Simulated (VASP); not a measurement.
# Nb (Fd-3m) in VASP: a series of runs, part 2 of 2

VASP 6.6.1. The steps go on from the part before.

### 3 Single point, LDA (volume scaled by 1.08)

INCAR reads:

```
SYSTEM = Nb
ALGO = Normal
EDIFF = 1E-6
ENCUT = 520
GGA = CA
ISIF = 2
ISMEAR = -1
LASPH = .TRUE.
LCHARG = .FALSE.
LREAL = .FALSE.
LWAVE = .FALSE.
NBANDS = 20
NELM = 60
PREC = Accurate
SIGMA = 0.1
```

KPOINTS reads:

```
k-points
0
G
  11 11 11
  0 0 0
```

POSCAR reads:

```
Nb
1.0
    0.0000000000      2.9530879621      2.9530879621
    2.9530879621      0.0000000000      2.9530879621
    2.9530879621      2.9530879621      0.0000000000
Nb
2
Direct
    0.1250000000      0.1250000000      0.1250000000
    0.8750000000      0.8750000000      0.8750000000
```

Potentials or basis: VASP PAW LDA potentials, release 64 (Nb_sv).

Run with:

```bash
$ cat potpaw_LDA.64/Nb_sv/POTCAR > POTCAR
$ mpirun -np 1 vasp_std > vasp.out
```

OUTCAR:

```text
SYSTEM = Nb
   EDIFF = 1E-6
   ENCUT = 520
   GGA = CA
   ISIF = 2
   ISMEAR = -1
   LASPH = .TRUE.
   LREAL = .FALSE.
   NELM = 60
   PREC = Accurate

 ion  position               nearest neighbor table
   1  0.125  0.125  0.125-   2 2.56   2 2.56   2 2.56   2 2.56
   2  0.875  0.875  0.875-   1 2.56   1 2.56   1 2.56   1 2.56

  LATTYP: Found a face centered cubic cell.
 ALAT       =     5.9061759242

  Lattice vectors:

 A1 = (   0.0000000000,   2.9530879621,   2.9530879621)
 A2 = (   2.9530879621,   0.0000000000,   2.9530879621)
 A3 = (   2.9530879621,   2.9530879621,   0.0000000000)

Analysis of symmetry for initial positions (statically):
=====================================================================
 Subroutine PRICEL returns:
 Original cell was already a primitive cell.

 Routine SETGRP: Setting up the symmetry group for a
 face centered cubic supercell.

 Subroutine GETGRP returns: Found 48 space group operations
 (whereof 12 operations were pure point group operations)
 out of a pool of 48 trial point group operations.

The static configuration has the point symmetry D_3d.
 The point group associated with its full space group is O_h .

Analysis of symmetry for dynamics (positions and initial velocities):
=====================================================================
 Subroutine PRICEL returns:
 Original cell was already a primitive cell.

 Routine SETGRP: Setting up the symmetry group for a
 face centered cubic supercell.

 Subroutine GETGRP returns: Found 48 space group operations
 (whereof 12 operations were pure point group operations)
 out of a pool of 48 trial point group operations.

The dynamic configuration has the point symmetry D_3d.
 The point group associated with its full space group is O_h .

 Subroutine INISYM returns: Found 48 space group operations
 (whereof 12 operations are pure point group operations),
 and found     1 'primitive' translations

----------------------------------------------------------------------------------------

                                     Primitive cell

  volume of cell :      51.5062

  direct lattice vectors                    reciprocal lattice vectors
     0.000000000  2.953087962  2.953087962    -0.169314293  0.169314293  0.169314293
     2.953087962  0.000000000  2.953087962     0.169314293 -0.169314293  0.169314293
     2.953087962  2.953087962  0.000000000     0.169314293  0.169314293 -0.169314293

  length of vectors
     4.176297047  4.176297047  4.176297047     0.293260958  0.293260958  0.293260958

  position of ions in fractional coordinates (direct lattice)
     0.125000000  0.125000000  0.125000000
     0.875000000  0.875000000  0.875000000

  ion indices of the primitive-cell ions
   primitive index   ion index
                 1           1
                 2           2

----------------------------------------------------------------------------------------

 KPOINTS: k-points

Automatic generation of k-mesh.
 Grid dimensions read from file:
 generate k-points for:   11   11   11

 Generating k-lattice:

  Cartesian coordinates                     Fractional coordinates (reciprocal lattice)
    -0.015392208  0.015392208  0.015392208     0.090909091  0.000000000  0.000000000
     0.015392208 -0.015392208  0.015392208     0.000000000  0.090909091  0.000000000
     0.015392208  0.015392208 -0.015392208     0.000000000  0.000000000  0.090909091

  Length of vectors
     0.026660087  0.026660087  0.026660087

  Shift w.r.t. Gamma in fractional coordinates (k-lattice)
     0.000000000  0.000000000  0.000000000

 Subroutine IBZKPT returns following result:
 ===========================================

 Found     56 irreducible k-points:

 Following reciprocal coordinates:
            Coordinates               Weight
  0.000000  0.000000  0.000000      1.000000
  0.090909  0.000000  0.000000      8.000000
  0.181818  0.000000  0.000000      8.000000
  0.272727  0.000000  0.000000      8.000000
  0.363636  0.000000  0.000000      8.000000
  0.454545  0.000000  0.000000      8.000000
[... 16 lines left out ...]
 -0.272727  0.181818  0.000000     24.000000
 -0.181818  0.181818  0.000000     12.000000
 [... further k-points ...]
   k-points           NKPTS =     56   k-points in BZ     NKDIM =     56   number of bands    NBANDS=     20
   number of dos      NEDOS =    301   number of ions     NIONS =      2
   total plane-waves  NPLWV =  32768
   dimension x,y,z NGX =    32 NGY =   32 NGZ =   32
   dimension x,y,z NGXF=    64 NGYF=   64 NGZF=   64
   ions per type =               2
   NGX,Y,Z   is equivalent  to a cutoff of  12.74, 12.74, 12.74 a.u.
   NGXF,Y,Z  is equivalent  to a cutoff of  25.48, 25.48, 25.48 a.u.
 SYSTEM =  Nb
   PREC   = accura    normal or accurate (medium, high low for compatibility)
   ISTART =      0    job   : 0-new  1-cont  2-samecut
   ICHARG =      2    charge: 1-file 2-atom 10-const
   ISPIN  =      1    spin polarized calculation?
   LNONCOLLINEAR =      F non collinear calculations
   LSORBIT =      F    spin-orbit coupling
   LASPH  =      T    aspherical Exc in radial PAW
   ENCUT  =  520.0 eV  38.22 Ry    6.18 a.u.   7.77  7.77  7.77*2*pi/ulx,y,z
   NELM   =     60;   NELMIN=  2; NELMDL= -5     # of ELM steps
   EDIFF  = 0.1E-05   stopping-criterion for ELM
   LREAL  =      F    real-space projection
   EDIFFG = 0.1E-04   stopping-criterion for IOM
   NSW    =      0    number of steps for IOM
   IBRION =     -1    ionic relax: 0-MD 1-quasi-New 2-CG
   NFREE  =      0    steps in history (QN), initial steepest desc. (CG)
   ISIF   =      2    stress and relaxation
   ISYM   =      2    0-nonsym 1-usesym 2-fastsym
   POTIM  = 0.5000    time-step for ionic-motion
   TEBEG  =    0.0;   TEEND  =   0.0 temperature during run
   PSTRESS=    0.0 pullay stress
   NELECT =      26.0000    total number of electrons
   NUPDOWN=      -1.0000    fix difference up-down
   EMIN   =  10.00;   EMAX   =-10.00  energy-range for DOS
   EFERMI =   0.00;   METHOD = LEGACY
   ISMEAR =    -1;   SIGMA  =   0.10  broadening in eV -4-tet -1-fermi 0-gaus
   EFERMI_NEDOS =   21; number of points for ismear=-14 and -15
   IALGO  =     38    algorithm
   IMIX   =      4    mixing-type and parameters
     AMIX     =   0.40;   BMIX     =  1.00
     AMIX_MAG =   1.60;   BMIX_MAG =  1.00
  volume/ion in A,a.u.               =      25.75       173.79
  Fermi-wavevector in a.u.,A,eV,Ry     =   1.303506  2.463268 23.118024  1.699127
  Thomas-Fermi vector in A             =   2.434503
   LORBIT       =      0    0 simple, 1 ext, 2 COOP (PROOUT), +10 PAW based schemes
   GGA     = CA    functional components
   LHFCALC =     F    Hartree Fock is set to
   AEXX    =    0.0000 exact exchange contribution
   IVDW    =     0    specifies the selected vdW correction
   LEPSILON=     F    determine dielectric tensor
   LRPA    =     F    only Hartree local field effects (RPA)
 non-spin polarized calculation
  energy-cutoff  :      520.00
  volume of cell :       51.51
 maximum number of plane-waves:      1411
   NGX = 15   NGY = 15   NGZ = 15

 number of electron      26.0000002 magnetization

 Free energy of the ion-electron system (eV)
  ---------------------------------------------------
  ext. energy  EPLUGINS =         0.00000000
  ---------------------------------------------------
  free energy    TOTEN  =       -17.26374052 eV

  energy without entropy =      -17.14673844  energy(sigma->0) =      -17.20523948

 E-fermi :   6.4895     XC(G=0): -10.5569

 val. band max:        6.4878798722   @ k =  -0.4545   0.1818   0.0909
 cond. band min:       6.4926913936   @ k =  -0.2727   0.3636   0.0909
 fundamental gap:      0.0048115214
 Fermi energy:         6.4895136265

 k-point     1 :       0.0000    0.0000    0.0000
  band No.  band energies     occupation
      1     -47.7255      2.00000
      2     -47.0286      2.00000
      3     -24.2711      2.00000
      4     -24.2711      2.00000
      5     -24.2711      2.00000
      6     -23.1397      2.00000
[... 12 lines left out ...]
     19      11.7292      0.00000
     20      17.0490      0.00000

 k-point     2 :       0.0909    0.0000    0.0000
  band No.  band energies     occupation
      1     -47.7153      2.00000
      2     -47.0395      2.00000
      3     -24.2831      2.00000
      4     -24.2831      2.00000
      5     -24.2709      2.00000
      6     -23.1400      2.00000
[... 498 lines left out ...]
 k-point    24 :      -0.1818    0.1818    0.0000
  band No.  band energies     occupation
      1     -47.6267      2.00000
      2     -47.1337      2.00000
      3     -24.4393      2.00000
      4     -24.3501      2.00000
      5     -24.1908      2.00000
      6     -23.2173      2.00000
[... 12 lines left out ...]
     19      11.9484      0.00000
     20      15.2205      0.00000

 [... further k-points ...]
[... 5 lines left out ...]
  --------------------------------------------------------------------------------------
  -------------------------------------------------------------------------------------
  Total       -1.6876556     -1.6876556     -1.6876556      0.0000000      0.0000000     -0.0000000
  in kB      -52.4970951    -52.4970951    -52.4970951      0.0000000      0.0000000     -0.0000000
  external PRESSURE =     -52.4970951 kB  Pullay stress =       0.0000000 kB

 VOLUME and BASIS-vectors are now :
 -----------------------------------------------------------------------------
  energy-cutoff  :      520.00
  volume of cell :       51.51
      direct lattice vectors                 reciprocal lattice vectors
     0.000000000  2.953087962  2.953087962    -0.169314293  0.169314293  0.169314293
     2.953087962  0.000000000  2.953087962     0.169314293 -0.169314293  0.169314293
     2.953087962  2.953087962  0.000000000     0.169314293  0.169314293 -0.169314293

 POSITION                                       TOTAL-FORCE (eV/Angst)
 -----------------------------------------------------------------------------------
      0.73827      0.73827      0.73827         0.000000     -0.000000     -0.000000
      5.16790      5.16790      5.16790        -0.000000      0.000000      0.000000
 -----------------------------------------------------------------------------------
    total drift:                                0.000000      0.000000     -0.000000

  FREE ENERGIE OF THE ION-ELECTRON SYSTEM (eV)
  ---------------------------------------------------
  free  energy   TOTEN  =       -17.2637405210 eV

  energy  without entropy=      -17.1467384425  energy(sigma->0) =      -17.20523948
```

OSZICAR:

```text
N       E                     dE             d eps       ncg     rms          rms(c)
DAV:   1     0.309413598957E+03    0.30941E+03   -0.14403E+04  2248   0.130E+03
DAV:   2     0.774752112216E+01   -0.30167E+03   -0.29380E+03  2808   0.555E+02
DAV:   3    -0.161877310131E+02   -0.23935E+02   -0.22949E+02  4376   0.117E+02
DAV:   4    -0.173461753793E+02   -0.11584E+01   -0.11400E+01  3160   0.217E+01
DAV:   5    -0.174268191113E+02   -0.80644E-01   -0.80354E-01  4160   0.536E+00    0.778E+00
DAV:   6    -0.172579028828E+02    0.16892E+00   -0.53405E-01  3512   0.701E+00    0.334E+00
DAV:   7    -0.172579461185E+02   -0.43236E-04   -0.12129E-01  4192   0.358E+00    0.115E+00
DAV:   8    -0.172636601457E+02   -0.57140E-02   -0.28042E-02  3588   0.142E+00    0.185E-01
DAV:   9    -0.172637046295E+02   -0.44484E-04   -0.22994E-03  3772   0.374E-01    0.143E-01
DAV:  10    -0.172637393309E+02   -0.34701E-04   -0.27950E-04  2776   0.187E-01    0.199E-02
DAV:  11    -0.172637406463E+02   -0.13154E-05   -0.16171E-05  3472   0.438E-02    0.437E-03
DAV:  12    -0.172637405210E+02    0.12526E-06   -0.80190E-07  1792   0.128E-02
   1 F= -.17263741E+02 E0= -.17205239E+02  d E =-.117002E+00
```

stdout:

```text
POSCAR found type information on POSCAR Nb
 POSCAR found :  1 types and       2 ions
 scaLAPACK will be used
 LDA part: xc-table for (Slater(with rela. corr.)+CA(PZ))
 , standard interpolation
 POSCAR, INCAR and KPOINTS ok, starting setup
 FFT: planning ... GRIDC
 FFT: planning ... GRID_SOFT
 FFT: planning ... GRID
 WAVECAR not read
 entering main loop
```

Run time: 93 s. Hardware: 1 thread of AMD EPYC 7R13, shared host; peak memory 0.15 GiB.

What came out:

```
Free energy            : -17.2637 eV
Pressure               : -5.2 GPa
Band gap on the k mesh : zero (band 13 reaches 6.84 eV, above the bottom of band 14 at 5.80 eV)
```

Levels at points of the mesh, in eV from the Fermi level:
| k point | band 9 | band 10 | band 11 | band 12 | band 13 | band 14 | band 15 | band 16 | band 17 | band 18 |
| --- | --- | --- | --- | --- | --- | --- | --- | --- | --- | --- |
| (0.00, 0.00, 0.00) | -4.42 | -1.46 | -1.46 | -0.52 | -0.52 | -0.52 | 1.90 | 1.90 | 1.90 | 5.24 |

Caveat: the cell differs from its parent crystal (volume scaled by 1.08).

### 4 Single point, LDA (volume scaled by 1.12)

INCAR reads:

```
  PREC = Accurate
  ENCUT = 520
  EDIFF = 1E-6
  ISMEAR = -1
  SIGMA = 0.1
  LREAL = F
  LASPH = T
  NELM = 100
  ALGO = Normal
  ISIF = 2
  LWAVE = F
  LCHARG = F
  GGA = CA
  NBANDS = 20
```

KPOINTS reads:

```
regular mesh
0
Gamma
  11 11 11
```

POSCAR reads:

```
Nb
1.0
    0.0000000000      2.9891047795      2.9891047795
    2.9891047795      0.0000000000      2.9891047795
    2.9891047795      2.9891047795      0.0000000000
Nb
2
Direct
    0.1250000000      0.1250000000      0.1250000000
    0.8750000000      0.8750000000      0.8750000000
```

Run with:

```bash
$ cat potpaw_LDA.64/Nb_sv/POTCAR > POTCAR
$ mpirun -np 1 vasp_std > vasp.out
```

It took 1.7 min on 1 thread of AMD EPYC 7R13, shared host; peak memory 0.15 GiB.

The run converged. Its results:

```
Free energy            : -17.1903 eV
Pressure               : -7.2 GPa
Band gap on the k mesh : zero (band 13 reaches 6.42 eV, above the bottom of band 14 at 5.48 eV)
```

Levels at points of the mesh, in eV from the Fermi level:
| k point | band 11 | band 12 | band 13 | band 14 | band 15 | band 16 |
| --- | --- | --- | --- | --- | --- | --- |
| (0.00, 0.00, 0.00) | -1.35 | -0.49 | -0.49 | -0.49 | 1.84 | 1.84 |

Caveat: the cell differs from its parent crystal (volume scaled by 1.12).

### 5 Relaxation of cell and atoms, LDA

This run uses another cell than the first one, of 24.27 Å³/atom, 1.018 times its volume.

INCAR reads:

```
  PREC = Accurate
  ENCUT = 600
  EDIFF = 1E-6
  ISMEAR = -1
  SIGMA = 0.1
  LREAL = False
  LASPH = True
  NELM = 60
  ALGO = Normal
  ISIF = 3
  LWAVE = False
  LCHARG = False
  GGA = CA
  IBRION = 2
  NSW = 80
  EDIFFG = -0.01
```

KPOINTS reads:

```
regular mesh
0
Gamma
  9 9 9
```

POSCAR reads:

```
Nb
1.0
    0.0000000000      2.8951284430      2.8951284430
    2.8951284430      0.0000000000      2.8951284430
    2.8951284430      2.8951284430      0.0000000000
Nb
2
Direct
    0.1250000000      0.1250000000      0.1250000000
    0.8750000000      0.8750000000      0.8750000000
```

Run with:

```bash
$ cat potpaw_LDA.64/Nb_sv/POTCAR > POTCAR
$ mpirun -np 1 vasp_std > vasp.out
```

Wall time 3.3 min (1 thread of AMD EPYC 7R13, shared host); peak memory 0.16 GiB.

It converged, with:

```yaml
Free_energy: -17.3292 eV
Relaxed_volume: 23.87 Å³/atom
Relaxed_cell: a = 4.072 Å, b = 4.072 Å, c = 4.072 Å, α = 60.00°, β = 60.00°, γ = 60.00°
Space_group_after_relaxing_to_0.05_Å: Fd-3m (No. 227)
Energy_gained_by_relaxing: 1.6 meV/atom
Ionic_steps: 3
Pressure_after_relaxing: 0.0 GPa
Band_gap_on_the_k_mesh: zero (band 13 reaches 7.87 eV, above the bottom of band 14 at 6.54 eV)
```

The path:
| step | energy change (eV) | largest force (eV/Å) | pressure (GPa) | volume (Å³) |
| --- | --- | --- | --- | --- |
| 1 | 0.0000 | 0.0000 | -1.27 | 48.53 |
| 2 | -0.0016 | 0.0000 | 0.89 | 47.20 |
| 3 | -0.0032 | 0.0000 | 0.00 | 47.74 |

Final structure:
```xyz
2
Lattice="0.0000 2.8793 2.8793 2.8793 0.0000 2.8793 2.8793 2.8793 0.0000" Properties=species:S:1:pos:R:3 pbc="T T T"
Nb    0.7198    0.7198    0.7198
Nb    5.0388    5.0388    5.0388
```

Levels at points of the mesh, in eV from the Fermi level:
```tsv
k point	band 10	band 11	band 12	band 13	band 14	band 15	band 16	band 17
(0.00, 0.00, 0.00)	-1.71	-1.71	-0.57	-0.57	-0.57	2.04	2.04	2.04
```

### 6 Single point, LDA, non-collinear spin, zero start, spin-orbit coupling

INCAR reads:

```
SYSTEM = Nb
ALGO = Normal
EDIFF = 1E-6
ENCUT = 520
GGA_COMPAT = .False.
ISIF = 2
ISMEAR = -1
LASPH = .True.
LCHARG = .False.
LMAXMIX = 4
LORBIT = 11
LORBMOM = .True.
LREAL = .False.
LSORBIT = .True.
LWAVE = .False.
MAGMOM = 0 0 0 0 0 0
NBANDS = 38
NELM = 150
PREC = Accurate
SIGMA = 0.1
```

KPOINTS reads:

```
k-points
0
Gamma
  10 10 10
  0 0 0
```

POSCAR reads:

```
Nb
1.0
    0.0000000000      2.8782938612      2.8782938612
    2.8782938612      0.0000000000      2.8782938612
    2.8782938612      2.8782938612      0.0000000000
Nb
2
Direct
    0.1250000000      0.1250000000      0.1250000000
    0.8750000000      0.8750000000      0.8750000000
```

Potentials or basis: VASP PAW LDA potentials, release 64 (Nb_sv).

Run with:

```bash
$ cat potpaw_LDA.64/Nb_sv/POTCAR > POTCAR
$ mpirun -np 1 vasp_ncl > vasp.out
```

It took 4.6 min on 1 thread of AMD EPYC 7R13, shared host; peak memory 0.26 GiB.

The run converged. Its results:

| Property | Result |
| --- | --- |
| Free energy | -17.5139 eV |
| Pressure | 0.1 GPa |
| Net moment | 0.00 μB per cell |
| Valence electrons inside the program's atomic spheres | Nb 11.08 |

Moments on the atoms (μB; x, y, z):
```
Nb  0.00 0.00 0.00
Nb  0.00 0.00 0.00
```

### 7 Summary

```csv
task,spin,cell,k mesh,cutoff (eV),gap on the mesh (eV),pressure (GPa)
single point,off,"a = 4.071 Å, angles 60.0°, 2 atoms",11 × 11 × 11,520,none,0.1
single point,off,"a = 4.176 Å, angles 60.0°, 2 atoms",11 × 11 × 11,520,none,-5.2
single point,off,"a = 4.227 Å, angles 60.0°, 2 atoms",11 × 11 × 11,520,none,-7.2
relaxation of cell and atoms,off,"relaxed from a = 4.094 Å, angles 60.0°, 2 atoms",9 × 9 × 9,600,none,0.0
single point,"non-collinear, zero start, SOC","a = 4.071 Å, angles 60.0°, 2 atoms",10 × 10 × 10,520,-,0.1
```

Alike in all rows: level LDA; potentials or basis VASP PAW LDA potentials, release 64 (Nb_sv); smearing fermi-dirac 0.1 eV.

Total energies depend on the potentials used, so only differences within one code and one set of settings carry meaning.
